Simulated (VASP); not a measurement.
# KBr (Fm-3m) in VASP: notebook, part 2 of 2

VASP 6.6.1. The steps go on from the part before.

### 4 Electric field gradients, PBE

This run uses another cell than the first one, of 35.69 Å³/atom, 1.053 times its volume.

Input file INCAR:

```
ALGO = Normal
EDIFF = 1E-8
ENCUT = 520
GGA = PE
ISIF = 2
ISMEAR = -1
LASPH = T
LCHARG = F
LEFG = T
LREAL = F
LWAVE = F
NBANDS = 15
NELM = 80
PREC = Accurate
SIGMA = 0.01
```

Input file KPOINTS:

```
k-points
0
Gamma
  7 7 7
```

Input file POSCAR:

```
KBr
1.0
    0.0000000000      3.2925000000      3.2925000000
    3.2925000000      0.0000000000      3.2925000000
    3.2925000000      3.2925000000      0.0000000000
K Br
1 1
Direct
    0.0000000000      0.0000000000      0.0000000000
    0.5000000000      0.5000000000      0.5000000000
```

Potentials or basis: VASP PAW PBE potentials, release 64 (K_sv, Br).

Started as:

```bash
$ cat potpaw_PBE.64/K_sv/POTCAR potpaw_PBE.64/Br/POTCAR > POTCAR
$ mpirun -np 1 vasp_std > vasp.out
```

OUTCAR:

```text
EDIFF = 1E-8
   ENCUT = 520
   GGA = PE
   ISIF = 2
   ISMEAR = -1
   LASPH = T
   LREAL = F
   NELM = 80
   PREC = Accurate

 ion  position               nearest neighbor table
   1  0.000  0.000  0.000-   2 3.29   2 3.29   2 3.29   2 3.29   2 3.29   2 3.29
   2  0.500  0.500  0.500-   1 3.29   1 3.29   1 3.29   1 3.29   1 3.29   1 3.29

  LATTYP: Found a face centered cubic cell.
 ALAT       =     6.5850000000

  Lattice vectors:

 A1 = (   0.0000000000,   3.2925000000,   3.2925000000)
 A2 = (   3.2925000000,   0.0000000000,   3.2925000000)
 A3 = (   3.2925000000,   3.2925000000,   0.0000000000)

Analysis of symmetry for initial positions (statically):
=====================================================================
 Subroutine PRICEL returns:
 Original cell was already a primitive cell.

 Routine SETGRP: Setting up the symmetry group for a
 face centered cubic supercell.

 Subroutine GETGRP returns: Found 48 space group operations
[... 539 lines left out ...]
  volume of cell :       71.39
      direct lattice vectors                 reciprocal lattice vectors
     0.000000000  3.292500000  3.292500000    -0.151860289  0.151860289  0.151860289
     3.292500000  0.000000000  3.292500000     0.151860289 -0.151860289  0.151860289
     3.292500000  3.292500000  0.000000000     0.151860289  0.151860289 -0.151860289

 POSITION                                       TOTAL-FORCE (eV/Angst)
 -----------------------------------------------------------------------------------
      0.00000      0.00000      0.00000         0.000000      0.000000     -0.000000
      3.29250      3.29250      3.29250         0.000000     -0.000000      0.000000
 -----------------------------------------------------------------------------------
    total drift:                                0.000000      0.000000      0.000000

  FREE ENERGIE OF THE ION-ELECTRON SYSTEM (eV)
  ---------------------------------------------------
  free  energy   TOTEN  =        -6.2125521193 eV

  energy  without entropy=       -6.2125521193  energy(sigma->0) =       -6.21255212

 Electric field gradients (V/A^2)
---------------------------------------------------------------------
 ion       V_xx      V_yy      V_zz      V_xy      V_xz      V_yz
---------------------------------------------------------------------
   1       0.000     0.000     0.000     0.000     0.000     0.000
   2       0.000     0.000    -0.000     0.001     0.001     0.001
---------------------------------------------------------------------

 Electric field gradients after diagonalization (V/A^2)
 (convention: |V_zz| > |V_xx| > |V_yy|)
----------------------------------------------------------------------
 ion       V_xx      V_yy      V_zz     asymmetry (V_yy - V_xx)/ V_zz
----------------------------------------------------------------------
   1      -0.000    -0.000     0.000       0.000
   2      -0.001    -0.001     0.001       0.000
----------------------------------------------------------------------

           NMR quadrupolar parameters

 Cq : quadrupolar parameter    Cq=e*Q*V_zz/h
 eta: asymmetry parameters     (V_yy - V_xx)/ V_zz
 Q  : nuclear electric quadrupole moment in mb (millibarn)
----------------------------------------------------------------------
 ion       Cq(MHz)       eta       Q (mb)
----------------------------------------------------------------------
   1       0.000       0.000       1.000
   2       0.000       0.000       1.000
----------------------------------------------------------------------
```

OSZICAR:

```text
N       E                     dE             d eps       ncg     rms          rms(c)
DAV:   1     0.101967761917E+03    0.10197E+03   -0.68533E+03   600   0.935E+02
DAV:   2    -0.265242218389E+00   -0.10223E+03   -0.95250E+02   792   0.232E+02
DAV:   3    -0.614803070795E+01   -0.58828E+01   -0.58609E+01   805   0.491E+01
DAV:   4    -0.638246985509E+01   -0.23444E+00   -0.23437E+00   961   0.788E+00
DAV:   5    -0.638376346132E+01   -0.12936E-02   -0.12936E-02   832   0.679E-01    0.315E+00
DAV:   6    -0.621354398779E+01    0.17022E+00   -0.21470E-01   754   0.223E+00    0.230E+00
DAV:   7    -0.620264452448E+01    0.10899E-01   -0.10651E-01   803   0.176E+00    0.104E+00
DAV:   8    -0.621147514366E+01   -0.88306E-02   -0.11568E-02   673   0.793E-01    0.117E-01
DAV:   9    -0.621225237488E+01   -0.77723E-03   -0.78491E-04   810   0.172E-01    0.763E-02
DAV:  10    -0.621253350987E+01   -0.28113E-03   -0.28108E-04   642   0.967E-02    0.118E-02
DAV:  11    -0.621255030905E+01   -0.16799E-04   -0.26834E-05   808   0.294E-02    0.609E-03
DAV:  12    -0.621255189344E+01   -0.15844E-05   -0.41486E-06   628   0.134E-02    0.170E-03
DAV:  13    -0.621255200250E+01   -0.10906E-06   -0.11787E-07   868   0.181E-03    0.681E-04
DAV:  14    -0.621255211624E+01   -0.11373E-06   -0.16117E-08   662   0.826E-04    0.348E-04
DAV:  15    -0.621255211927E+01   -0.30327E-08   -0.16359E-09   552   0.247E-04
   1 F= -.62125521E+01 E0= -.62125521E+01  d E =-.356013E-12
```

stdout:

```text
POSCAR found type information on POSCAR K Br
 POSCAR found :  2 types and       2 ions
 scaLAPACK will be used
 LDA part: xc-table for (Slater+PW92), standard interpolation
 POSCAR, INCAR and KPOINTS ok, starting setup
 FFT: planning ... GRIDC
 FFT: planning ... GRID_SOFT
 FFT: planning ... GRID
 WAVECAR not read
 entering main loop
ion   1

ion   2
```

Wall time 22 s (1 thread of Intel Xeon 6975P-C (Granite Rapids), shared host); peak memory 0.21 GiB.

Results:

| Quantity | Value |
| --- | --- |
| Free energy | -6.2126 eV |
| Pressure | 0.9 GPa |
| Band gap on the k mesh | 4.45 eV, direct |

Caveat: without QUAD_EFG the Cq values of the log hold for a quadrupole moment of 1 mb, not for the nuclei.

### 5 Electric field gradients, PBE

This run uses another cell than the first one, of 35.69 Å³/atom, 1.053 times its volume.

Input file INCAR:

```
SYSTEM = KBr
ALGO = Normal
EDIFF = 1E-8
ENCUT = 520
GGA = PE
ISIF = 2
ISMEAR = -1
LASPH = .TRUE.
LCHARG = .FALSE.
LEFG = .TRUE.
LREAL = .FALSE.
LWAVE = .FALSE.
NBANDS = 15
NELM = 60
PREC = Accurate
SIGMA = 0.01
```

Input file KPOINTS:

```
k-points
0
G
  7 7 7
  0 0 0
```

POSCAR is that of step 4.

Potentials or basis: VASP PAW PBE potentials, release 64 (K_sv, Br).

Started as:

```bash
$ cat potpaw_PBE.64/K_sv/POTCAR potpaw_PBE.64/Br/POTCAR > POTCAR
$ mpirun -np 1 vasp_std > vasp.out
```

OUTCAR:

```text
SYSTEM = KBr
   EDIFF = 1E-8
   ENCUT = 520
   GGA = PE
   ISIF = 2
   ISMEAR = -1
   LASPH = .TRUE.
   LREAL = .FALSE.
   NELM = 60
   PREC = Accurate

 ion  position               nearest neighbor table
   1  0.000  0.000  0.000-   2 3.29   2 3.29   2 3.29   2 3.29   2 3.29   2 3.29
   2  0.500  0.500  0.500-   1 3.29   1 3.29   1 3.29   1 3.29   1 3.29   1 3.29

  LATTYP: Found a face centered cubic cell.
 ALAT       =     6.5850000000

  Lattice vectors:

 A1 = (   0.0000000000,   3.2925000000,   3.2925000000)
[... 565 lines left out ...]
  ---------------------------------------------------
  free  energy   TOTEN  =        -6.2125521193 eV

  energy  without entropy=       -6.2125521193  energy(sigma->0) =       -6.21255212

 Electric field gradients (V/A^2)
---------------------------------------------------------------------
 ion       V_xx      V_yy      V_zz      V_xy      V_xz      V_yz
---------------------------------------------------------------------
   1       0.000     0.000     0.000     0.000     0.000     0.000
   2       0.000     0.000    -0.000     0.001     0.001     0.001
---------------------------------------------------------------------

 Electric field gradients after diagonalization (V/A^2)
 (convention: |V_zz| > |V_xx| > |V_yy|)
----------------------------------------------------------------------
 ion       V_xx      V_yy      V_zz     asymmetry (V_yy - V_xx)/ V_zz
----------------------------------------------------------------------
   1      -0.000    -0.000     0.000       0.000
   2      -0.001    -0.001     0.001       0.000
----------------------------------------------------------------------

           NMR quadrupolar parameters

 Cq : quadrupolar parameter    Cq=e*Q*V_zz/h
 eta: asymmetry parameters     (V_yy - V_xx)/ V_zz
 Q  : nuclear electric quadrupole moment in mb (millibarn)
----------------------------------------------------------------------
 ion       Cq(MHz)       eta       Q (mb)
----------------------------------------------------------------------
   1       0.000       0.000       1.000
   2       0.000       0.000       1.000
----------------------------------------------------------------------
```

OSZICAR:

```text
N       E                     dE             d eps       ncg     rms          rms(c)
DAV:   1     0.101967761917E+03    0.10197E+03   -0.68533E+03   600   0.935E+02
DAV:   2    -0.265242218389E+00   -0.10223E+03   -0.95250E+02   792   0.232E+02
DAV:   3    -0.614803070795E+01   -0.58828E+01   -0.58609E+01   805   0.491E+01
DAV:   4    -0.638246985509E+01   -0.23444E+00   -0.23437E+00   961   0.788E+00
DAV:   5    -0.638376346132E+01   -0.12936E-02   -0.12936E-02   832   0.679E-01    0.315E+00
DAV:   6    -0.621354398779E+01    0.17022E+00   -0.21470E-01   754   0.223E+00    0.230E+00
DAV:   7    -0.620264452448E+01    0.10899E-01   -0.10651E-01   803   0.176E+00    0.104E+00
DAV:   8    -0.621147514366E+01   -0.88306E-02   -0.11568E-02   673   0.793E-01    0.117E-01
DAV:   9    -0.621225237488E+01   -0.77723E-03   -0.78491E-04   810   0.172E-01    0.763E-02
DAV:  10    -0.621253350987E+01   -0.28113E-03   -0.28108E-04   642   0.967E-02    0.118E-02
DAV:  11    -0.621255030905E+01   -0.16799E-04   -0.26834E-05   808   0.294E-02    0.609E-03
DAV:  12    -0.621255189344E+01   -0.15844E-05   -0.41486E-06   628   0.134E-02    0.170E-03
DAV:  13    -0.621255200250E+01   -0.10906E-06   -0.11787E-07   868   0.181E-03    0.681E-04
DAV:  14    -0.621255211624E+01   -0.11373E-06   -0.16117E-08   662   0.826E-04    0.348E-04
DAV:  15    -0.621255211927E+01   -0.30327E-08   -0.16359E-09   552   0.247E-04
   1 F= -.62125521E+01 E0= -.62125521E+01  d E =-.356013E-12
```

Run time: 24 s. Hardware: 1 thread of Intel Xeon 6975P-C (Granite Rapids), shared host; peak memory 0.21 GiB.

What came out:

| Item | Value |
| --- | --- |
| Free energy | -6.2126 eV |
| Pressure | 0.9 GPa |
| Band gap on the k mesh | 4.45 eV, direct |

Levels at points of the mesh, in eV from the valence-band top:
| k point | band 4 | band 5 | band 6 | band 7 | band 8 | band 9 | band 10 | band 11 | band 12 | band 13 |
| --- | --- | --- | --- | --- | --- | --- | --- | --- | --- | --- |
| (0.00, 0.00, 0.00) | -11.24 | -11.24 | 0.00 | 0.00 | 0.00 | 4.45 | 7.61 | 7.61 | 7.61 | 8.43 |

Caveat: without QUAD_EFG the Cq values of the log hold for a quadrupole moment of 1 mb, not for the nuclei. Expect the measured gap to be larger: semilocal functionals such as PBE lack the derivative discontinuity.

### 6 Electric field gradients, PBE (volume scaled by 1.025)

Input file INCAR:

```
ALGO = Normal ; EDIFF = 1E-8
ENCUT = 520 ; GGA = PE
ISIF = 2 ; ISMEAR = -1
LASPH = T ; LCHARG = F
LEFG = T ; LREAL = F
LWAVE = F ; NBANDS = 15
NELM = 60 ; PREC = Accurate
SIGMA = 0.01
```

Input file KPOINTS:

```
k-points
0
Gamma
  7 7 7
```

Input file POSCAR:

```
KBr
1.0
    0.0000000000      3.3197119778      3.3197119778
    3.3197119778      0.0000000000      3.3197119778
    3.3197119778      3.3197119778      0.0000000000
K Br
1 1
Direct
    0.0000000000      0.0000000000      0.0000000000
    0.5000000000      0.5000000000      0.5000000000
```

Potentials or basis: VASP PAW PBE potentials, release 64 (K_sv, Br).

Started as:

```bash
$ cat potpaw_PBE.64/K_sv/POTCAR potpaw_PBE.64/Br/POTCAR > POTCAR
$ mpirun -np 1 vasp_std > vasp.out
```

OUTCAR:

```text
EDIFF = 1E-8
   ENCUT = 520
   GGA = PE
   ISIF = 2
   ISMEAR = -1
   LASPH = T
   LREAL = F
   NELM = 60
   PREC = Accurate

 ion  position               nearest neighbor table
   1  0.000  0.000  0.000-
   2  0.500  0.500  0.500-

  LATTYP: Found a face centered cubic cell.
 ALAT       =     6.6394239556

  Lattice vectors:

 A1 = (   0.0000000000,   3.3197119778,   3.3197119778)
 A2 = (   3.3197119778,   0.0000000000,   3.3197119778)
 A3 = (   3.3197119778,   3.3197119778,   0.0000000000)

Analysis of symmetry for initial positions (statically):
=====================================================================
 Subroutine PRICEL returns:
 Original cell was already a primitive cell.

 Routine SETGRP: Setting up the symmetry group for a
 face centered cubic supercell.

 Subroutine GETGRP returns: Found 48 space group operations
 (whereof 48 operations were pure point group operations)
 out of a pool of 48 trial point group operations.

The static configuration has the point symmetry O_h .

Analysis of symmetry for dynamics (positions and initial velocities):
=====================================================================
 Subroutine PRICEL returns:
 Original cell was already a primitive cell.

 Routine SETGRP: Setting up the symmetry group for a
 face centered cubic supercell.

 Subroutine GETGRP returns: Found 48 space group operations
 (whereof 48 operations were pure point group operations)
 out of a pool of 48 trial point group operations.

The dynamic configuration has the point symmetry O_h .

 Subroutine INISYM returns: Found 48 space group operations
[... 494 lines left out ...]
      5     -13.0076      2.00000
      6      -2.4650      2.00000
      7      -2.4207      2.00000
      8      -2.2154      2.00000
      9       5.2273      0.00000
     10       5.9430      0.00000
     11       6.4466      0.00000
     12       7.1671      0.00000
     13       8.5946      0.00000
     14       8.6177      0.00000
     15       9.3697      0.00000

------------------------ aborting loop because EDIFF is reached ----------------------------------------

  FORCE on cell =-STRESS in cart. coord.  units (eV):
  Direction    XX          YY          ZZ          XY          YZ          ZX
  --------------------------------------------------------------------------------------
  -------------------------------------------------------------------------------------
  Total        0.2110192      0.2110192      0.2110192     -0.0000000      0.0000000      0.0000000
  in kB        4.6206311      4.6206311      4.6206311     -0.0000000      0.0000000      0.0000000
  external PRESSURE =       4.6206311 kB  Pullay stress =       0.0000000 kB

 VOLUME and BASIS-vectors are now :
 -----------------------------------------------------------------------------
  energy-cutoff  :      520.00
  volume of cell :       73.17
      direct lattice vectors                 reciprocal lattice vectors
     0.000000000  3.319711978  3.319711978    -0.150615476  0.150615476  0.150615476
     3.319711978  0.000000000  3.319711978     0.150615476 -0.150615476  0.150615476
     3.319711978  3.319711978  0.000000000     0.150615476  0.150615476 -0.150615476

 POSITION                                       TOTAL-FORCE (eV/Angst)
 -----------------------------------------------------------------------------------
      0.00000      0.00000      0.00000         0.000000      0.000000      0.000000
      3.31971      3.31971      3.31971        -0.000000     -0.000000     -0.000000
 -----------------------------------------------------------------------------------
    total drift:                                0.000000      0.000000      0.000000

  FREE ENERGIE OF THE ION-ELECTRON SYSTEM (eV)
  ---------------------------------------------------
  free  energy   TOTEN  =        -6.2201100861 eV

  energy  without entropy=       -6.2201100861  energy(sigma->0) =       -6.22011009

 Electric field gradients (V/A^2)
---------------------------------------------------------------------
 ion       V_xx      V_yy      V_zz      V_xy      V_xz      V_yz
---------------------------------------------------------------------
   1      -0.000    -0.000    -0.000     0.000     0.000     0.000
   2      -0.000     0.000     0.000     0.001     0.001     0.001
---------------------------------------------------------------------

 Electric field gradients after diagonalization (V/A^2)
 (convention: |V_zz| > |V_xx| > |V_yy|)
----------------------------------------------------------------------
 ion       V_xx      V_yy      V_zz     asymmetry (V_yy - V_xx)/ V_zz
----------------------------------------------------------------------
   1      -0.000    -0.000     0.000       0.000
   2      -0.001    -0.001     0.001       0.000
----------------------------------------------------------------------

           NMR quadrupolar parameters

 Cq : quadrupolar parameter    Cq=e*Q*V_zz/h
 eta: asymmetry parameters     (V_yy - V_xx)/ V_zz
 Q  : nuclear electric quadrupole moment in mb (millibarn)
----------------------------------------------------------------------
 ion       Cq(MHz)       eta       Q (mb)
----------------------------------------------------------------------
   1       0.000       0.000       1.000
   2       0.000       0.000       1.000
----------------------------------------------------------------------
```

stdout:

```text
POSCAR found type information on POSCAR K Br
 POSCAR found :  2 types and       2 ions
 scaLAPACK will be used
 LDA part: xc-table for (Slater+PW92), standard interpolation
 POSCAR, INCAR and KPOINTS ok, starting setup
 FFT: planning ... GRIDC
 FFT: planning ... GRID_SOFT
 FFT: planning ... GRID
 WAVECAR not read
 entering main loop
ion   1

ion   2
```

Wall time 22 s (1 thread of Intel Xeon 6975P-C (Granite Rapids), shared host); peak memory 0.2 GiB.

What came out:

```yaml
Free_energy: -6.2201 eV
Pressure: 0.5 GPa
Band_gap_on_the_k_mesh: 4.39 eV, direct
```

Levels at points of the mesh, in eV from the valence-band top:
| k point | band 5 | band 6 | band 7 | band 8 | band 9 | band 10 | band 11 | band 12 |
| --- | --- | --- | --- | --- | --- | --- | --- | --- |
| (0.00, 0.00, 0.00) | -11.30 | 0.00 | 0.00 | 0.00 | 4.39 | 7.60 | 7.60 | 7.60 |

Caveat: the cell differs from its parent crystal (volume scaled by 1.025); without QUAD_EFG the Cq values of the log hold for a quadrupole moment of 1 mb, not for the nuclei. A k mesh can miss the band edges.

### 7 Summary

```tsv
cell	gap on the mesh (eV)	pressure (GPa)
a = 4.577 Å, angles 60.0°, 2 atoms	4.60	1.9
a = 4.617 Å, angles 60.0°, 2 atoms	4.52	1.3
a = 4.656 Å, angles 60.0°, 2 atoms	4.45	0.9
a = 4.695 Å, angles 60.0°, 2 atoms	4.39	0.5
```

Alike in all rows: task electric field gradients; level PBE; potentials or basis VASP PAW PBE potentials, release 64 (K_sv, Br); no spin polarisation; k mesh 7 × 7 × 7; cutoff (eV) 520; smearing fermi-dirac 0.01 eV.

Total energies depend on the potentials used, so only differences within one code and one set of settings carry meaning.
